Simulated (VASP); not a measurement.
Wanted: the native input for a VASP 6.6.1 run.

- Task: single point
- Functional: PBE
- Potentials or basis: VASP PAW PBE potentials, release 64 (V_sv)
- Cutoff: 400 eV
- k mesh: 9 × 9 × 1
- Occupations: gaussian, width 0.1 eV
- Spin: no spin polarisation
- Dipole correction: yes
- Further INCAR settings: ALGO = Normal; EDIFF = 1e-06; NBANDS = 34; NELMDL = -8

The structure of V lies in POSCAR:

```
V
1.0
    2.9971751491      0.0000000000      0.0000000000
    0.0000000000      2.9971751491      0.0000000000
    0.0000000000      0.0000000000     21.3333819395
V
4
Direct
    0.5000000000      0.5000000000      0.1874995728
    0.0000000000      0.0000000000      0.2577457053
    0.5000000000      0.5000000000      0.3267158760
    0.0000000000      0.0000000000      0.3906263884
```

These files were run (other wordings do the same):

INCAR

```
SYSTEM = V
PREC = Accurate
ENCUT = 400
EDIFF = 1E-6
ISMEAR = 0
SIGMA = 0.1
LREAL = .False.
LASPH = .True.
NELM = 120
ALGO = Normal
ISIF = 2
LWAVE = .False.
LCHARG = .False.
LDIPOL = .True.
IDIPOL = 3
DIPOL = 0.5 0.5 0.291
GGA = PE
NBANDS = 34
GGA_COMPAT = .False.
NELMDL = -8
```

KPOINTS

```
Automatic mesh
0
Gamma
  9 9 1
  0 0 0
```

Potentials or basis: VASP PAW PBE potentials, release 64 (V_sv).

Launch:

```bash
$ cat potpaw_PBE.64/V_sv/POTCAR > POTCAR
$ mpirun -np 1 vasp_std > vasp.out
```

It gave:

```yaml
Largest_force: 0.559 eV/Å
Band_gap_on_the_k_mesh: zero (band 26 reaches 0.38 eV, above the bottom of band 27 at 0.25 eV)
```

Run time: 71 s on 1 thread of Intel(R) Xeon(R) 6975P-C (Granite Rapids), on a shared host, peak memory 0.23 GiB.
